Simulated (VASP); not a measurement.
# NaS6 (P6/mmm) in VASP: further runs

Runs on NaS6. Level: PBE. Tasks: single point.

Program: VASP 6.6.1. These are calculated values, not measurements. Logs are shortened: lines on timing, memory, paths and dates and some standing lists are left out, and cuts for length are marked.

## (1) The cell of the first run

It takes space group P6/mmm (No. 191, hexagonal). The conventional cell has a = 6.945 Å, b = 6.945 Å, c = 4.548 Å, α = 90.00°, β = 90.00°, γ = 120.00°. Na (site symmetry 6/mmm) has 12 S at 3.15 Å within 4.1 Å. Within 2.9 Å of S (site symmetry mm2) lie 2 S at 2.18 Å.

The cell was built from a structure type or drawn by symmetry, and may not be a known phase.

## (2) Single point, PBE

INCAR

```
SYSTEM = NaS6
PREC = Accurate
ENCUT = 520
EDIFF = 1E-7
ISMEAR = 0
SIGMA = 0.1
LREAL = .False.
LASPH = .True.
NELM = 100
ALGO = Normal
ISIF = 2
LWAVE = .False.
LCHARG = .True.
GGA = PE
LELF = .True.
LVHAR = .True.
NBANDS = 30
```

KPOINTS

```
Automatic mesh
0
Gamma
  3 3 2
  0 0 0
```

POSCAR

```
NaS6
1.0
    6.9451968822      0.0000000000      0.0000000000
   -3.4725984411      6.0147169343      0.0000000000
    0.0000000000      0.0000000000      4.5476154845
Na S
1 6
Direct
    0.0000000000      0.0000000000      0.0000000000
    0.8186858704      0.6373717407      0.5000000000
    0.3626282593      0.1813141296      0.5000000000
    0.8186858704      0.1813141296      0.5000000000
    0.1813141296      0.3626282593      0.5000000000
    0.6373717407      0.8186858704      0.5000000000
    0.1813141296      0.8186858704      0.5000000000
```

Potentials or basis: VASP PAW PBE potentials, release 64 (Na_pv, S).

Started as:

```bash
$ cat potpaw_PBE.64/Na_pv/POTCAR potpaw_PBE.64/S/POTCAR > POTCAR
$ mpirun -np 1 vasp_std > vasp.out
```

OUTCAR:

```text
SYSTEM = NaS6
   PREC = Accurate
   ENCUT = 520
   EDIFF = 1E-7
   ISMEAR = 0
   LREAL = .False.
   LASPH = .True.
   NELM = 100
   ISIF = 2
   GGA = PE

 ion  position               nearest neighbor table
   1  0.000  0.000  0.000-
   2  0.819  0.637  0.500-   7 2.18   6 2.18
   3  0.363  0.181  0.500-   7 2.18   5 2.18
   4  0.819  0.181  0.500-   5 2.18   6 2.18
   5  0.181  0.363  0.500-   4 2.18   3 2.18
   6  0.637  0.819  0.500-   4 2.18   2 2.18
   7  0.181  0.819  0.500-   2 2.18   3 2.18

  LATTYP: Found a hexagonal cell.
 ALAT       =     6.9451968822
 C/A-ratio  =     0.6547856831

  Lattice vectors:

 A1 = (   6.9451968822,   0.0000000000,   0.0000000000)
 A2 = (  -3.4725984411,   6.0147169343,   0.0000000000)
 A3 = (   0.0000000000,   0.0000000000,   4.5476154845)

Analysis of symmetry for initial positions (statically):
=====================================================================
 Subroutine PRICEL returns:
 Original cell was already a primitive cell.

 Routine SETGRP: Setting up the symmetry group for a
 hexagonal supercell.

 Subroutine GETGRP returns: Found 24 space group operations
 (whereof 24 operations were pure point group operations)
 out of a pool of 24 trial point group operations.

The static configuration has the point symmetry D_6h.

Analysis of symmetry for dynamics (positions and initial velocities):
=====================================================================
 Subroutine PRICEL returns:
 Original cell was already a primitive cell.

 Routine SETGRP: Setting up the symmetry group for a
 hexagonal supercell.

 Subroutine GETGRP returns: Found 24 space group operations
 (whereof 24 operations were pure point group operations)
 out of a pool of 24 trial point group operations.

The dynamic configuration has the point symmetry D_6h.

 Subroutine INISYM returns: Found 24 space group operations
 (whereof 24 operations are pure point group operations),
 and found     1 'primitive' translations

----------------------------------------------------------------------------------------

                                     Primitive cell

  volume of cell :     189.9693

  direct lattice vectors                    reciprocal lattice vectors
     6.945196882  0.000000000  0.000000000     0.143984399  0.083129432  0.000000000
    -3.472598441  6.014716934  0.000000000     0.000000000  0.166258863  0.000000000
     0.000000000  0.000000000  4.547615484     0.000000000  0.000000000  0.219895460

  length of vectors
     6.945196882  6.945196882  4.547615484     0.166258863  0.166258863  0.219895460

  position of ions in fractional coordinates (direct lattice)
     0.000000000  0.000000000  0.000000000
     0.818685870  0.637371741  0.500000000
     0.362628259  0.181314130  0.500000000
     0.818685870  0.181314130  0.500000000
     0.181314130  0.362628259  0.500000000
     0.637371741  0.818685870  0.500000000
     0.181314130  0.818685870  0.500000000

  ion indices of the primitive-cell ions
   primitive index   ion index
                 1           1
                 2           2
                 3           3
                 4           4
                 5           5
                 6           6
                 7           7

----------------------------------------------------------------------------------------

 KPOINTS: Automatic mesh

Automatic generation of k-mesh.
 Grid dimensions read from file:
 generate k-points for:    3    3    2

 Generating k-lattice:

  Cartesian coordinates                     Fractional coordinates (reciprocal lattice)
     0.047994800  0.027709811  0.000000000     0.333333333  0.000000000  0.000000000
     0.000000000  0.055419621  0.000000000     0.000000000  0.333333333  0.000000000
     0.000000000  0.000000000  0.109947730     0.000000000  0.000000000  0.500000000

  Length of vectors
     0.055419621  0.055419621  0.109947730

  Shift w.r.t. Gamma in fractional coordinates (k-lattice)
     0.000000000  0.000000000  0.000000000

 Subroutine IBZKPT returns following result:
 ===========================================

 Found      6 irreducible k-points:

 Following reciprocal coordinates:
            Coordinates               Weight
  0.000000  0.000000  0.000000      1.000000
  0.333333  0.000000  0.000000      6.000000
  0.333333  0.333333  0.000000      2.000000
  0.000000  0.000000  0.500000      1.000000
  0.333333  0.000000  0.500000      6.000000
  0.333333  0.333333  0.500000      2.000000
   k-points           NKPTS =      6   k-points in BZ     NKDIM =      6   number of bands    NBANDS=     30
   number of dos      NEDOS =    301   number of ions     NIONS =      7
   total plane-waves  NPLWV = 104976
   dimension x,y,z NGX =    54 NGY =   54 NGZ =   36
   dimension x,y,z NGXF=   108 NGYF=  108 NGZF=   72
   ions per type =               1   6
   NGX,Y,Z   is equivalent  to a cutoff of  12.93, 12.93, 13.16 a.u.
   NGXF,Y,Z  is equivalent  to a cutoff of  25.85, 25.85, 26.32 a.u.
 SYSTEM =  NaS6
   PREC   = accura    normal or accurate (medium, high low for compatibility)
   ISTART =      0    job   : 0-new  1-cont  2-samecut
   ICHARG =      2    charge: 1-file 2-atom 10-const
   ISPIN  =      1    spin polarized calculation?
   LNONCOLLINEAR =      F non collinear calculations
   LSORBIT =      F    spin-orbit coupling
   LASPH  =      T    aspherical Exc in radial PAW
   ENCUT  =  520.0 eV  38.22 Ry    6.18 a.u.  12.91 12.91  8.46*2*pi/ulx,y,z
   NELM   =    100;   NELMIN=  2; NELMDL= -5     # of ELM steps
   EDIFF  = 0.1E-06   stopping-criterion for ELM
   LREAL  =      F    real-space projection
   EDIFFG = 0.1E-05   stopping-criterion for IOM
   NSW    =      0    number of steps for IOM
   IBRION =     -1    ionic relax: 0-MD 1-quasi-New 2-CG
   NFREE  =      0    steps in history (QN), initial steepest desc. (CG)
   ISIF   =      2    stress and relaxation
   ISYM   =      2    0-nonsym 1-usesym 2-fastsym
   POTIM  = 0.5000    time-step for ionic-motion
   TEBEG  =    0.0;   TEEND  =   0.0 temperature during run
   PSTRESS=    0.0 pullay stress
   NELECT =      43.0000    total number of electrons
   NUPDOWN=      -1.0000    fix difference up-down
   EMIN   =  10.00;   EMAX   =-10.00  energy-range for DOS
   EFERMI =   0.00;   METHOD = LEGACY
   ISMEAR =     0;   SIGMA  =   0.10  broadening in eV -4-tet -1-fermi 0-gaus
   EFERMI_NEDOS =   21; number of points for ismear=-14 and -15
   IALGO  =     38    algorithm
   IMIX   =      4    mixing-type and parameters
     AMIX     =   0.40;   BMIX     =  1.00
     AMIX_MAG =   1.60;   BMIX_MAG =  1.00
  volume/ion in A,a.u.               =      27.14       183.14
  Fermi-wavevector in a.u.,A,eV,Ry     =   0.997707  1.885393 13.543510  0.995420
  Thomas-Fermi vector in A             =   2.129882
   LORBIT       =      0    0 simple, 1 ext, 2 COOP (PROOUT), +10 PAW based schemes
   GGA     = PE    functional components
   LHFCALC =     F    Hartree Fock is set to
   AEXX    =    0.0000 exact exchange contribution
   IVDW    =     0    specifies the selected vdW correction
   LEPSILON=     F    determine dielectric tensor
   LRPA    =     F    only Hartree local field effects (RPA)
 non-spin polarized calculation
 Gauss-broadening in eV      SIGMA  =   0.10
  energy-cutoff  :      520.00
  volume of cell :      189.97
 maximum number of plane-waves:      5171
 NGX is ok and might be reduce to    54
   NGX = 25   NGY = 25   NGZ = 17

 number of electron      42.9999993 magnetization

 Free energy of the ion-electron system (eV)
  ---------------------------------------------------
  ext. energy  EPLUGINS =         0.00000000
  ---------------------------------------------------
  free energy    TOTEN  =       -24.76588055 eV

  energy without entropy =      -24.74631622  energy(sigma->0) =      -24.75609839

 E-fermi :   2.4921     XC(G=0):  -7.7428

 val. band max:        2.4400247312   @ k =   0.3333   0.3333   0.5000
 cond. band min:       2.5412373213   @ k =   0.3333   0.0000   0.0000
 fundamental gap:      0.1012125901
 Fermi energy:         2.4920930111

 k-point     1 :       0.0000    0.0000    0.0000
  band No.  band energies     occupation
      1     -22.2980      2.00000
      2     -22.2797      2.00000
      3     -22.2797      2.00000
      4     -14.2034      2.00000
      5     -12.6791      2.00000
      6     -12.6791      2.00000
[... 22 lines left out ...]
     29       7.6889      0.00000
     30       7.6889      0.00000

 k-point     2 :       0.3333    0.0000    0.0000
  band No.  band energies     occupation
      1     -22.2980      2.00000
      2     -22.2797      2.00000
      3     -22.2797      2.00000
      4     -14.0211      2.00000
      5     -12.9903      2.00000
      6     -12.7528      2.00000
[... 22 lines left out ...]
     29       7.0296      0.00000
     30       7.3868      0.00000

 k-point     3 :       0.3333    0.3333    0.0000
  band No.  band energies     occupation
      1     -22.2980      2.00000
      2     -22.2797      2.00000
      3     -22.2797      2.00000
      4     -13.8930      2.00000
      5     -12.9970      2.00000
      6     -12.9970      2.00000
[... 22 lines left out ...]
     29       6.5094      0.00000
     30       6.9116      0.00000

 k-point     4 :       0.0000    0.0000    0.5000
  band No.  band energies     occupation
      1     -22.3031      2.00000
      2     -22.2788      2.00000
      3     -22.2788      2.00000
      4     -14.1531      2.00000
      5     -12.6541      2.00000
      6     -12.6541      2.00000
[... 22 lines left out ...]
     29       8.1051      0.00000
     30       8.4591      0.00000

 k-point     5 :       0.3333    0.0000    0.5000
  band No.  band energies     occupation
      1     -22.3031      2.00000
      2     -22.2788      2.00000
      3     -22.2788      2.00000
      4     -13.9720      2.00000
      5     -12.9611      2.00000
      6     -12.7269      2.00000
[... 22 lines left out ...]
     29       7.6188      0.00000
     30       7.9806      0.00000

 k-point     6 :       0.3333    0.3333    0.5000
  band No.  band energies     occupation
      1     -22.3031      2.00000
      2     -22.2788      2.00000
      3     -22.2788      2.00000
      4     -13.8444      2.00000
      5     -12.9679      2.00000
      6     -12.9679      2.00000
[... 22 lines left out ...]
     29       7.9396      0.00000
     30       8.0412      0.00000

------------------------ aborting loop because EDIFF is reached ----------------------------------------

  FORCE on cell =-STRESS in cart. coord.  units (eV):
  Direction    XX          YY          ZZ          XY          YZ          ZX
  --------------------------------------------------------------------------------------
  -------------------------------------------------------------------------------------
  Total       -0.3187661     -0.3187661      0.1675531      0.0000000      0.0000000     -0.0000000
  in kB       -2.6884329     -2.6884329      1.4131221      0.0000000      0.0000000     -0.0000000
  external PRESSURE =      -1.3212479 kB  Pullay stress =       0.0000000 kB

 VOLUME and BASIS-vectors are now :
 -----------------------------------------------------------------------------
  energy-cutoff  :      520.00
  volume of cell :      189.97
      direct lattice vectors                 reciprocal lattice vectors
     6.945196882  0.000000000  0.000000000     0.143984399  0.083129432  0.000000000
    -3.472598441  6.014716934  0.000000000     0.000000000  0.166258863  0.000000000
     0.000000000  0.000000000  4.547615484     0.000000000  0.000000000  0.219895460

 POSITION                                       TOTAL-FORCE (eV/Angst)
 -----------------------------------------------------------------------------------
      0.00000      0.00000      0.00000        -0.000000      0.000000      0.000000
      3.47260      3.83361      2.27381        -0.000000      0.061525     -0.000000
      1.88889      1.09055      2.27381        -0.053282     -0.030762      0.000000
      5.05630      1.09055      2.27381         0.053282     -0.030762      0.000000
     -0.00000      2.18111      2.27381        -0.000000     -0.061525      0.000000
      1.58370      4.92416      2.27381         0.053282      0.030762     -0.000000
     -1.58370      4.92416      2.27381        -0.053282      0.030762     -0.000000
 -----------------------------------------------------------------------------------
    total drift:                                0.000000     -0.000000      0.000000

  FREE ENERGIE OF THE ION-ELECTRON SYSTEM (eV)
  ---------------------------------------------------
  free  energy   TOTEN  =       -24.7658805547 eV

  energy  without entropy=      -24.7463162215  energy(sigma->0) =      -24.75609839
```

Wall time 82 s (1 thread of Oxide Virtual Turin-like, shared host); peak memory 0.26 GiB.

What came out:

* Free energy: -24.7659 eV
* Pressure: -0.1 GPa
* Largest force: 0.062 eV/Å
* Band gap on the k mesh: zero (an odd number of electrons rules out a gap without spin polarisation)

Forces on the atoms (eV/Å):
```
Na   0.000  0.000  0.000
S    0.000  0.062  0.000
S   -0.053 -0.031  0.000
S    0.053 -0.031  0.000
S    0.000 -0.062  0.000
S    0.053  0.031  0.000
S   -0.053  0.031  0.000
```

Caveat: the k points lie up to 0.69 Å⁻¹ apart, too coarse for converged energies and pressures of a metal.

## (3) Single point, PBE

INCAR

```
SYSTEM = NaS6
  PREC = Accurate
  ENCUT = 520
  EDIFF = 1E-6
  ISMEAR = 0
  SIGMA = 0.1
  LREAL = .FALSE.
  LASPH = .TRUE.
  NELM = 100
  ALGO = Normal
  ISIF = 2
  LWAVE = .FALSE.
  LCHARG = .FALSE.
  GGA = PE
  NBANDS = 30
```

KPOINTS

```
Automatic mesh
0
G
  3 3 4
  0 0 0
```

POSCAR is that of step 2.

Potentials or basis: VASP PAW PBE potentials, release 64 (Na_pv, S).

Started as:

```bash
$ cat potpaw_PBE.64/Na_pv/POTCAR potpaw_PBE.64/S/POTCAR > POTCAR
$ mpirun -np 1 vasp_std > vasp.out
```

Wall time 1.7 min (1 thread of Oxide Virtual Turin-like, shared host); peak memory 0.26 GiB.

Results (log left out):

```yaml
Free_energy: -24.8214 eV
Pressure: -0.3 GPa
Largest_force: 0.042 eV/Å
Band_gap_on_the_k_mesh: zero (an odd number of electrons rules out a gap without spin polarisation)
```

Forces on the atoms (eV/Å):
```
Na   0.000  0.000  0.000
S    0.000  0.042  0.000
S   -0.036 -0.021  0.000
S    0.036 -0.021  0.000
S    0.000 -0.042  0.000
S    0.036  0.021  0.000
S   -0.036  0.021  0.000
```

Levels at points of the mesh, in eV from the Fermi level:
```csv
k point,band 20,band 21,band 22,band 23,band 24,band 25
"(0.00, 0.00, 0.00)",-1.42,-0.70,-0.70,-0.35,0.36,1.42
"(0.00, 0.00, 0.50)",-1.90,-0.84,-0.64,-0.64,0.42,1.46
```

## (4) Single point, PBE

This run uses another cell than the first one, of 47.41 Å³/atom.

INCAR

```
ALGO     = Normal         # electronic algorithm
EDIFF    = 1E-7           # SCF threshold, eV
ENCUT    = 520            # plane-wave cutoff, eV
GGA      = PE             # functional
ISIF     = 2              # what is computed and relaxed
ISMEAR   = 0              # smearing method
LASPH    = True           # aspherical terms in the spheres
LCHARG   = False          # write CHGCAR
LREAL    = False          # projectors in reciprocal space
LWAVE    = False          # write WAVECAR
NBANDS   = 30             # bands
NELM     = 100            # most SCF steps
PREC     = Accurate       # precision mode
SIGMA    = 0.1            # smearing width, eV
```

KPOINTS

```
k-points
0
Gamma
  3 3 2
```

POSCAR

```
NaS6
1.0
    6.1139666200      0.0000000000      0.0000000000
   -3.0569833100      5.2948504100      0.0000000000
    0.0000000000      0.0000000000     10.2512070000
Na S
1 6
Direct
    0.0000000000      0.0000000000      0.0000000000
    0.9042651900      0.8085303800      0.5000000000
    0.1914696200      0.0957348100      0.5000000000
    0.9042651900      0.0957348100      0.5000000000
    0.0957348100      0.1914696200      0.5000000000
    0.8085303800      0.9042651900      0.5000000000
    0.0957348100      0.9042651900      0.5000000000
```

Started as:

```bash
$ cat potpaw_PBE.64/Na_pv/POTCAR potpaw_PBE.64/S/POTCAR > POTCAR
$ mpirun -np 1 vasp_std > vasp.out
```

Run time: 3.4 min. Hardware: 1 thread of Oxide Virtual Turin-like, shared host; peak memory 0.41 GiB.

The run converged. Its results:

* Free energy: 456.5748 eV
* Pressure: 354.4 GPa
* Largest force: 363.381 eV/Å
* Band gap on the k mesh: zero (an odd number of electrons rules out a gap without spin polarisation)

Forces in eV/Å, atoms in the order of the input:
```
Na     0.000    0.000    0.000
S      0.000 -363.381    0.000
S    314.697  181.690    0.000
S   -314.697  181.690    0.000
S      0.000  363.381    0.000
S   -314.697 -181.690    0.000
S    314.697 -181.690    0.000
```

Stress tensor (GPa, compression positive):
```
531.97   0.00   0.00
  0.00 531.97   0.00
  0.00   0.00  -0.78
```

Levels at points of the mesh, in eV from the Fermi level:
```csv
k point,band 19,band 20,band 21,band 22,band 23,band 24
"(0.00, 0.00, 0.00)",-3.30,-2.66,-0.83,0.14,0.42,0.48
"(0.00, 0.00, 0.50)",-3.30,-2.67,-0.48,-0.26,0.14,0.48
```

Caveat: the k points lie up to 0.40 Å⁻¹ apart, too coarse for converged energies and pressures of a metal; atoms lie so close that the PAW spheres overlap strongly, which falsifies energies and pressures; forces of over 1 eV/Å act on the atoms, so gaps and moduli don't describe the material at rest.

## (5) Overview

| cell | k mesh | gap on the mesh (eV) | pressure (GPa) | largest force (eV/Å) |
| --- | --- | --- | --- | --- |
| a = 6.945, b = 6.945, c = 4.548 Å, angles 90.0, 90.0, 120.0°, 7 atoms, atomic positions A | 3 × 3 × 2 | none | -0.1 | 0.06 |
| a = 6.945, b = 6.945, c = 4.548 Å, angles 90.0, 90.0, 120.0°, 7 atoms, atomic positions A | 3 × 3 × 4 | none | -0.3 | 0.04 |
| a = 6.114, b = 6.114, c = 10.251 Å, angles 90.0, 90.0, 120.0°, 7 atoms, atomic positions B | 3 × 3 × 2 | none | 354.4 | 363.38 |

Alike in all rows: task single point; level PBE; potentials or basis VASP PAW PBE potentials, release 64 (Na_pv, S); no spin polarisation; cutoff (eV) 520; smearing gaussian 0.1 eV.

Caveats: some runs use coarse meshes; atoms lie so close that the PAW spheres overlap strongly, which falsifies energies and pressures (at least some runs); forces of over 1 eV/Å act on the atoms, so gaps and moduli don't describe the material at rest (at least some runs).

Absolute energies hang on the potentials; compare differences alone.
